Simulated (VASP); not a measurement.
# NaH (Imm2) in VASP: a series of runs

NaH is run at these levels: r2SCAN; tasks: single point.

Everything below comes from runs of VASP 6.6.1. Logs are shortened: lines on timing, memory, paths and dates and some standing lists are left out, and cuts for length are marked.

## 1. The cell of the first run

Symmetry: Imm2, No. 44, orthorhombic system. The conventional cell has a = 3.451 Å, b = 4.880 Å, c = 3.451 Å, α = 90.00°, β = 90.00°, γ = 90.00°. Na (site symmetry mm2) has 6 H at 2.40 to 2.48 Å within 3.2 Å. H (site symmetry mm2) has 6 Na at 2.40 to 2.48 Å within 3.2 Å.

## 2. Single point, r2SCAN (all Na atoms moved +0.062 Å, as atom 1 along Cartesian [1 1 0])

Input file POSCAR:

```
NaH
1.0
    0.0000000000      2.4400000000      2.4400000000
    2.4400000000      0.0000000000      2.4400000000
    2.4400000000      2.4400000000      0.0000000000
Na H
1 1
Direct
    0.0000000000      0.0000000000      0.0181123663
    0.5000000000      0.5000000000      0.5000000000
```

Input file INCAR.step1:

```
ALGO = Normal
EDIFF = 1E-4
ENCUT = 520
GGA = PE
ISMEAR = 0
LASPH = T
LCHARG = F
LREAL = F
LWAVE = T
NBANDS = 11
NELM = 80
PREC = Accurate
SIGMA = 0.05
```

Input file INCAR.step2:

```
ALGO = Normal
EDIFF = 1E-6
ENCUT = 520
ISIF = 2
ISMEAR = 0
ISTART = 1
LASPH = T
LCHARG = F
LMIXTAU = T
LREAL = F
LWAVE = F
METAGGA = R2SCAN
NBANDS = 11
NELM = 80
PREC = Accurate
SIGMA = 0.05
```

Input file KPOINTS:

```
k-points
0
Gamma
  8 8 8
```

Potentials or basis: VASP PAW PBE potentials, release 64 (Na_pv, H).

Launch:

```bash
cat potpaw_PBE.64/Na_pv/POTCAR potpaw_PBE.64/H/POTCAR > POTCAR
cp INCAR.step1 INCAR
mpirun -np 1 vasp_std > vasp.out
cp INCAR.step2 INCAR
mpirun -np 1 vasp_std > vasp.out
```

OUTCAR:

```text
EDIFF = 1E-6
   ENCUT = 520
   ISIF = 2
   ISMEAR = 0
   ISTART = 1
   LASPH = T
   LREAL = F
   METAGGA = R2SCAN
   NELM = 80
   PREC = Accurate

 ion  position               nearest neighbor table
   1  0.000  0.000  0.018-
   2  0.500  0.500  0.500-

  LATTYP: Found a face centered cubic cell.
 ALAT       =     4.8800000000

  Lattice vectors:

 A1 = (   0.0000000000,   2.4400000000,   2.4400000000)
 A2 = (   2.4400000000,   0.0000000000,   2.4400000000)
 A3 = (   2.4400000000,   2.4400000000,   0.0000000000)

Analysis of symmetry for initial positions (statically):
=====================================================================
 Subroutine PRICEL returns:
 Original cell was already a primitive cell.

 Routine SETGRP: Setting up the symmetry group for a
 face centered cubic supercell.

 Subroutine GETGRP returns: Found  4 space group operations
 (whereof  4 operations were pure point group operations)
 out of a pool of 48 trial point group operations.

The static configuration has the point symmetry C_2v.

Analysis of symmetry for dynamics (positions and initial velocities):
=====================================================================
 Subroutine PRICEL returns:
 Original cell was already a primitive cell.

 Routine SETGRP: Setting up the symmetry group for a
 face centered cubic supercell.

 Subroutine GETGRP returns: Found  4 space group operations
 (whereof  4 operations were pure point group operations)
 out of a pool of 48 trial point group operations.

The dynamic configuration has the point symmetry C_2v.

 Subroutine INISYM returns: Found  4 space group operations
 (whereof  4 operations are pure point group operations),
 and found     1 'primitive' translations

----------------------------------------------------------------------------------------

                                     Primitive cell

  volume of cell :      29.0536

  direct lattice vectors                    reciprocal lattice vectors
     0.000000000  2.440000000  2.440000000    -0.204918033  0.204918033  0.204918033
     2.440000000  0.000000000  2.440000000     0.204918033 -0.204918033  0.204918033
     2.440000000  2.440000000  0.000000000     0.204918033  0.204918033 -0.204918033

  length of vectors
     3.450681092  3.450681092  3.450681092     0.354928444  0.354928444  0.354928444

  position of ions in fractional coordinates (direct lattice)
     0.000000000  0.000000000  0.018112366
     0.500000000  0.500000000  0.500000000

  ion indices of the primitive-cell ions
   primitive index   ion index
                 1           1
                 2           2

----------------------------------------------------------------------------------------

 KPOINTS: k-points

Automatic generation of k-mesh.
 Grid dimensions read from file:
 generate k-points for:    8    8    8

 Generating k-lattice:

  Cartesian coordinates                     Fractional coordinates (reciprocal lattice)
    -0.025614754  0.025614754  0.025614754     0.125000000  0.000000000  0.000000000
     0.025614754 -0.025614754  0.025614754     0.000000000  0.125000000  0.000000000
     0.025614754  0.025614754 -0.025614754     0.000000000  0.000000000  0.125000000

  Length of vectors
     0.044366056  0.044366056  0.044366056

  Shift w.r.t. Gamma in fractional coordinates (k-lattice)
     0.000000000  0.000000000  0.000000000

 Subroutine IBZKPT returns following result:
 ===========================================

 Found     95 irreducible k-points:

 Following reciprocal coordinates:
            Coordinates               Weight
  0.000000  0.000000  0.000000      1.000000
  0.125000  0.000000  0.000000      4.000000
  0.000000  0.000000  0.125000      4.000000
  0.250000  0.000000  0.000000      4.000000
  0.000000  0.000000  0.250000      4.000000
  0.375000  0.000000  0.000000      4.000000
[... 16 lines left out ...]
  0.125000  0.125000 -0.375000      4.000000
 -0.375000  0.125000  0.000000      4.000000
 [... further k-points ...]
   k-points           NKPTS =     95   k-points in BZ     NKDIM =     95   number of bands    NBANDS=     11
   number of dos      NEDOS =    301   number of ions     NIONS =      2
   total plane-waves  NPLWV =  21952
   dimension x,y,z NGX =    28 NGY =   28 NGZ =   28
   dimension x,y,z NGXF=    56 NGYF=   56 NGZF=   56
   ions per type =               1   1
   NGX,Y,Z   is equivalent  to a cutoff of  13.49, 13.49, 13.49 a.u.
   NGXF,Y,Z  is equivalent  to a cutoff of  26.98, 26.98, 26.98 a.u.
 SYSTEM =  unknown system
   PREC   = accura    normal or accurate (medium, high low for compatibility)
   ISTART =      1    job   : 0-new  1-cont  2-samecut
   ICHARG =      0    charge: 1-file 2-atom 10-const
   ISPIN  =      1    spin polarized calculation?
   LNONCOLLINEAR =      F non collinear calculations
   LSORBIT =      F    spin-orbit coupling
   LASPH  =      T    aspherical Exc in radial PAW
   ENCUT  =  520.0 eV  38.22 Ry    6.18 a.u.   6.42  6.42  6.42*2*pi/ulx,y,z
   NELM   =     80;   NELMIN=  2; NELMDL=  0     # of ELM steps
   EDIFF  = 0.1E-05   stopping-criterion for ELM
   LREAL  =      F    real-space projection
   EDIFFG = 0.1E-04   stopping-criterion for IOM
   NSW    =      0    number of steps for IOM
   IBRION =     -1    ionic relax: 0-MD 1-quasi-New 2-CG
   NFREE  =      0    steps in history (QN), initial steepest desc. (CG)
   ISIF   =      2    stress and relaxation
   ISYM   =      2    0-nonsym 1-usesym 2-fastsym
   POTIM  = 0.5000    time-step for ionic-motion
   TEBEG  =    0.0;   TEEND  =   0.0 temperature during run
   PSTRESS=    0.0 pullay stress
   NELECT =       8.0000    total number of electrons
   NUPDOWN=      -1.0000    fix difference up-down
   EMIN   =  10.00;   EMAX   =-10.00  energy-range for DOS
   EFERMI =   0.00;   METHOD = LEGACY
   ISMEAR =     0;   SIGMA  =   0.05  broadening in eV -4-tet -1-fermi 0-gaus
   EFERMI_NEDOS =   21; number of points for ismear=-14 and -15
   IALGO  =     38    algorithm
   IMIX   =      4    mixing-type and parameters
     AMIX     =   0.40;   BMIX     =  1.00
     AMIX_MAG =   1.60;   BMIX_MAG =  1.00
  volume/ion in A,a.u.               =      14.53        98.03
  Fermi-wavevector in a.u.,A,eV,Ry     =   1.065054  2.012660 15.433636  1.134340
  Thomas-Fermi vector in A             =   2.200593
   LORBIT       =      0    0 simple, 1 ext, 2 COOP (PROOUT), +10 PAW based schemes
   METAGGA = R2SCAN    functional components
   LHFCALC =     F    Hartree Fock is set to
   AEXX    =    0.0000 exact exchange contribution
   IVDW    =     0    specifies the selected vdW correction
   LEPSILON=     F    determine dielectric tensor
   LRPA    =     F    only Hartree local field effects (RPA)
 non-spin polarized calculation
 Gauss-broadening in eV      SIGMA  =   0.05
  energy-cutoff  :      520.00
  volume of cell :       29.05
 maximum number of plane-waves:       817
 NGX is ok and might be reduce to    28
   NGX = 13   NGY = 13   NGZ = 13

 number of electron       8.0000008 magnetization

 Free energy of the ion-electron system (eV)
  ---------------------------------------------------
  ext. energy  EPLUGINS =         0.00000000
  ---------------------------------------------------
  free energy    TOTEN  =        -7.59351966 eV

  energy without entropy =       -7.59351966  energy(sigma->0) =       -7.59351966

 E-fermi :  -1.2249     XC(G=0):  -8.0309

 val. band max:       -1.5411452521   @ k =  -0.2500   0.5000   0.2500
 cond. band min:       2.7731341865   @ k =   0.0000   0.0000   0.5000
 fundamental gap:      4.3142794386
 Fermi energy:        -1.2249324166

 k-point     1 :       0.0000    0.0000    0.0000
  band No.  band energies     occupation
      1     -24.4946      2.00000
      2     -24.4942      2.00000
      3     -24.4937      2.00000
      4      -5.0116      2.00000
      5       9.6230      0.00000
      6      14.5669      0.00000
      7      14.5681      0.00000
      8      14.5894      0.00000
      9      15.4430      0.00000
     10      15.4685      0.00000
     11      15.4835      0.00000

 k-point     2 :       0.1250    0.0000    0.0000
  band No.  band energies     occupation
      1     -24.5057      2.00000
      2     -24.4959      2.00000
      3     -24.4954      2.00000
      4      -4.7482      2.00000
      5       8.6478      0.00000
      6      12.0468      0.00000
      7      13.7483      0.00000
      8      13.7582      0.00000
      9      16.3528      0.00000
     10      16.3884      0.00000
     11      16.7490      0.00000

 k-point     3 :       0.0000    0.0000    0.1250
  band No.  band energies     occupation
      1     -24.5061      2.00000
      2     -24.4959      2.00000
      3     -24.4950      2.00000
      4      -4.7482      2.00000
      5       8.6469      0.00000
      6      12.0496      0.00000
      7      13.7490      0.00000
      8      13.7516      0.00000
      9      16.3798      0.00000
     10      16.3845      0.00000
     11      16.7301      0.00000

 k-point     4 :       0.2500    0.0000    0.0000
  band No.  band energies     occupation
      1     -24.5342      2.00000
      2     -24.4992      2.00000
      3     -24.4988      2.00000
      4      -4.0028      2.00000
      5       6.2181      0.00000
      6      10.6537      0.00000
      7      12.9013      0.00000
      8      12.9126      0.00000
      9      16.5320      0.00000
     10      16.5334      0.00000
     11      18.0464      0.00000

 k-point     5 :       0.0000    0.0000    0.2500
  band No.  band energies     occupation
      1     -24.5345      2.00000
      2     -24.4992      2.00000
      3     -24.4984      2.00000
      4      -4.0027      2.00000
      5       6.2162      0.00000
      6      10.6600      0.00000
      7      12.9015      0.00000
      8      12.9023      0.00000
      9      16.5345      0.00000
     10      16.5378      0.00000
     11      18.0507      0.00000
[... 211 lines left out ...]
 k-point    21 :       0.0000    0.5000    0.1250
  band No.  band energies     occupation
      1     -24.5683      2.00000
      2     -24.5104      2.00000
      3     -24.5063      2.00000
      4      -2.3081      2.00000
      5       3.1640      0.00000
      6       8.3713      0.00000
      7      11.5047      0.00000
      8      12.9797      0.00000
      9      15.3820      0.00000
     10      16.9404      0.00000
     11      20.0642      0.00000

 k-point    22 :       0.1250    0.0000    0.5000
  band No.  band energies     occupation
      1     -24.5687      2.00000
      2     -24.5100      2.00000
      3     -24.5063      2.00000
      4      -2.3076      2.00000
      5       3.1611      0.00000
      6       8.3753      0.00000
      7      11.5033      0.00000
      8      12.9766      0.00000
      9      15.3813      0.00000
     10      16.9429      0.00000
     11      20.0645      0.00000

 k-point    23 :       0.1250    0.1250   -0.3750
  band No.  band energies     occupation
      1     -24.5687      2.00000
      2     -24.5106      2.00000
      3     -24.5057      2.00000
      4      -2.3075      2.00000
      5       3.1612      0.00000
      6       8.3725      0.00000
      7      11.5063      0.00000
      8      12.9797      0.00000
      9      15.3797      0.00000
     10      16.9402      0.00000
     11      20.0655      0.00000

 k-point    24 :      -0.3750    0.1250    0.0000
  band No.  band energies     occupation
      1     -24.5646      2.00000
      2     -24.5119      2.00000
      3     -24.5039      2.00000
      4      -2.5170      2.00000
      5       3.5285      0.00000
      6       8.2377      0.00000
      7      12.0318      0.00000
      8      12.9073      0.00000
      9      15.7839      0.00000
     10      16.4525      0.00000
     11      20.0329      0.00000

 [... further k-points ...]
[... 5 lines left out ...]
  --------------------------------------------------------------------------------------
  -------------------------------------------------------------------------------------
  Total       -0.2289836     -0.2289836     -0.2408244     -0.0022190      0.0000000      0.0000000
  in kB      -12.6274444    -12.6274444    -13.2804115     -0.1223693      0.0000000      0.0000000
  external PRESSURE =     -12.8451001 kB  Pullay stress =       0.0000000 kB

 VOLUME and BASIS-vectors are now :
 -----------------------------------------------------------------------------
  energy-cutoff  :      520.00
  volume of cell :       29.05
      direct lattice vectors                 reciprocal lattice vectors
     0.000000000  2.440000000  2.440000000    -0.204918033  0.204918033  0.204918033
     2.440000000  0.000000000  2.440000000     0.204918033 -0.204918033  0.204918033
     2.440000000  2.440000000  0.000000000     0.204918033  0.204918033 -0.204918033

 POSITION                                       TOTAL-FORCE (eV/Angst)
 -----------------------------------------------------------------------------------
      0.04419      0.04419      0.00000        -0.038090     -0.038090      0.000000
      2.44000      2.44000      2.44000         0.038090      0.038090     -0.000000
 -----------------------------------------------------------------------------------
    total drift:                                0.000081      0.000081     -0.000006

  FREE ENERGIE OF THE ION-ELECTRON SYSTEM (eV)
  ---------------------------------------------------
  free  energy   TOTEN  =        -7.5935196596 eV

  energy  without entropy=       -7.5935196596  energy(sigma->0) =       -7.59351966
```

Wall time 1.7 min (1 thread of AMD EPYC 7R43 (Zen 3), shared host); peak memory 0.13 GiB.

Results:

| Property | Result |
| --- | --- |
| Free energy | -7.5935 eV |
| Pressure | -1.3 GPa |
| Largest force | 0.054 eV/Å |
| Band gap on the k mesh | 4.31 eV, indirect (least direct gap 5.13 eV) |

Forces on the atoms (eV/Å):
```
Na  -0.038 -0.038  0.000
H    0.038  0.038  0.000
```

Caveat: the cell differs from its parent crystal (all Na atoms moved +0.062 Å, as atom 1 along Cartesian [1 1 0]); the PAW data sets were made with another functional, which shifts forces and pressure a little. A k mesh can miss the band edges.

## 3. Single point, r2SCAN (all Na atoms moved +0.037 Å, as atom 1 along Cartesian [1 1 0])

Edit POSCAR of step 2 so:

```diff
@@ -8,3 +8,3 @@
 Direct
-    0.0000000000      0.0000000000      0.0181123663
+    0.0000000000      0.0000000000      0.0108674198
     0.5000000000      0.5000000000      0.5000000000
```

Input file INCAR.step1:

```
SYSTEM = NaH
ALGO = Normal ; EDIFF = 1E-4
ENCUT = 520 ; GGA = PE
ISMEAR = 0 ; LASPH = .True.
LCHARG = .False. ; LREAL = .False.
LWAVE = .True. ; NBANDS = 11
NELM = 60 ; PREC = Accurate
SIGMA = 0.05
```

Input file INCAR.step2:

```
SYSTEM = NaH
ALGO = Normal ; EDIFF = 1E-7
ENCUT = 520 ; ISIF = 2
ISMEAR = 0 ; ISTART = 1
LASPH = .True. ; LCHARG = .False.
LMIXTAU = .True. ; LREAL = .False.
LWAVE = .False. ; METAGGA = R2SCAN
NBANDS = 11 ; NELM = 60
PREC = Accurate ; SIGMA = 0.05
```

Input file KPOINTS:

```
k-points
0
Gamma
  8 8 8
  0 0 0
```

Potentials or basis: VASP PAW PBE potentials, release 64 (Na_pv, H).

Launch:

```bash
cat potpaw_PBE.64/Na_pv/POTCAR potpaw_PBE.64/H/POTCAR > POTCAR
cp INCAR.step1 INCAR
mpirun -np 1 vasp_std > vasp.out
cp INCAR.step2 INCAR
mpirun -np 1 vasp_std > vasp.out
```

Run time: 3.1 min. Hardware: 1 thread of AMD EPYC 7R43 (Zen 3), shared host; peak memory 0.13 GiB.

The run converged. Its results:

```yaml
Free_energy: -7.5945 eV
Pressure: -1.3 GPa
Largest_force: 0.035 eV/Å
Band_gap_on_the_k_mesh: 4.32 eV, indirect (least direct gap 5.14 eV)
```

Forces in eV/Å, atoms in the order of the input:
```
Na  -0.025 -0.025  0.000
H    0.025  0.025  0.000
```

Stress tensor (GPa, compression positive):
```
-1.29 -0.06  0.00
-0.06 -1.29  0.00
 0.00  0.00 -1.42
```

Levels at points of the mesh, in eV from the valence-band top:
| k point | band 1 | band 2 | band 3 | band 4 | band 5 | band 6 | band 7 | band 8 | band 9 |
| --- | --- | --- | --- | --- | --- | --- | --- | --- | --- |
| (0.00, 0.00, 0.00) | -22.96 | -22.95 | -22.95 | -3.47 | 11.17 | 16.12 | 16.12 | 16.13 | 16.98 |
| (0.50, 0.00, 0.00) | -23.03 | -22.96 | -22.96 | -0.82 | 4.32 | 11.47 | 13.73 | 13.73 | 17.26 |
| (0.00, 0.00, 0.50) | -23.03 | -22.96 | -22.96 | -0.82 | 4.32 | 11.48 | 13.73 | 13.73 | 17.26 |
| (0.50, 0.50, 0.00) | -23.03 | -22.98 | -22.98 | -0.16 | 5.13 | 10.59 | 11.19 | 11.20 | 12.75 |
| (0.00, 0.50, 0.50) | -23.02 | -22.98 | -22.98 | -0.16 | 5.12 | 10.59 | 11.19 | 11.20 | 12.74 |

Caveat: the cell differs from its parent crystal (all Na atoms moved +0.037 Å, as atom 1 along Cartesian [1 1 0]); the PAW data sets were made with another functional, which shifts forces and pressure a little.

## 4. Single point, r2SCAN (all Na atoms moved +0.013 Å, as atom 1 along Cartesian [1 1 0])

Edit POSCAR of step 3 so:

```diff
@@ -8,3 +8,3 @@
 Direct
-    0.0000000000      0.0000000000      0.0108674198
+    0.0000000000      0.0000000000      0.0036224733
     0.5000000000      0.5000000000      0.5000000000
```

Input file INCAR.step1:

```
SYSTEM = NaH
  PREC = Accurate
  ENCUT = 520
  ISMEAR = 0
  SIGMA = 0.05
  LREAL = .FALSE.
  LASPH = .TRUE.
  NELM = 80
  NBANDS = 11
  GGA = PE
  ALGO = Normal
  EDIFF = 1E-4
  LWAVE = .TRUE.
  LCHARG = .FALSE.
```

Input file INCAR.step2:

```
SYSTEM = NaH
  PREC = Accurate
  ENCUT = 520
  EDIFF = 1E-6
  ISMEAR = 0
  SIGMA = 0.05
  LREAL = .FALSE.
  LASPH = .TRUE.
  NELM = 80
  ALGO = Normal
  ISIF = 2
  LWAVE = .FALSE.
  LCHARG = .FALSE.
  METAGGA = R2SCAN
  LMIXTAU = .TRUE.
  NBANDS = 11
  ISTART = 1
```

Input file KPOINTS:

```
regular mesh
0
G
  8 8 8
  0 0 0
```

Launch:

```bash
cat potpaw_PBE.64/Na_pv/POTCAR potpaw_PBE.64/H/POTCAR > POTCAR
cp INCAR.step1 INCAR
mpirun -np 1 vasp_std > vasp.out
cp INCAR.step2 INCAR
mpirun -np 1 vasp_std > vasp.out
```

It took 2.6 min on 1 thread of AMD EPYC 7R43 (Zen 3), shared host; peak memory 0.13 GiB.

The run converged. Its results:

| Quantity | Value |
| --- | --- |
| Free energy | -7.5950 eV |
| Pressure | -1.4 GPa |
| Largest force | 0.014 eV/Å |
| Band gap on the k mesh | 4.32 eV, indirect (least direct gap 5.14 eV) |

Forces in eV/Å, atoms in the order of the input:
```
Na  -0.010 -0.010  0.000
H    0.010  0.010  0.000
```

Levels at points of the mesh, in eV from the valence-band top:
```csv
k point,band 2,band 3,band 4,band 5,band 6,band 7
"(0.00, 0.00, 0.00)",-22.95,-22.95,-3.47,11.17,16.13,16.13
"(0.50, 0.00, 0.00)",-22.96,-22.96,-0.82,4.32,11.48,13.73
"(0.00, 0.00, 0.50)",-22.96,-22.96,-0.82,4.32,11.48,13.73
"(0.50, 0.50, 0.00)",-22.98,-22.98,-0.16,5.12,10.59,11.20
"(0.00, 0.50, 0.50)",-22.98,-22.98,-0.16,5.12,10.59,11.20
```

Caveat: the cell differs from its parent crystal (all Na atoms moved +0.013 Å, as atom 1 along Cartesian [1 1 0]); the PAW data sets were made with another functional, which shifts forces and pressure a little. A k mesh can miss the band edges.
